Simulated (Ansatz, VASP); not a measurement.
# SiC in VASP and in Ansatz

```xyz
4
Lattice="3.0755 0.0000 0.0000 -1.5378 2.6635 0.0000 0.0000 0.0000 5.0474" Properties=species:S:1:pos:R:3 pbc="T T T"
Si    0.0000    1.7757    0.0231
Si    1.5378    0.8878    2.5468
C     0.0000    1.7757    1.9202
C     1.5378    0.8878    4.4439
```

Alike in both runs: task single point; functional revPBE; k mesh 8 × 8 × 6; no spin polarisation.

|  | VASP | Ansatz |
| --- | --- | --- |
| version | VASP 6.6.1 | Ansatz 0.2.0 |
| potentials or method | VASP PAW PBE potentials, release 64 (Si, C), cutoff 520 eV | scalar-relativistic, plane waves, PAW |
| occupations | methfessel-paxton of order 1, width 0.1 eV | cold, width 0.1 eV |
| valence electrons in the cell | 16 | 16 |

|  | VASP | Ansatz | Ansatz less VASP |
| --- | --- | --- | --- |
| pressure (GPa) | 5.6 | 6.0 | +0.40 |
| traceless stress, the component that is largest in VASP (GPa) | -0.14 | -0.14 | -0.003 |

VASP's potentials were made for PBE, not for revPBE.
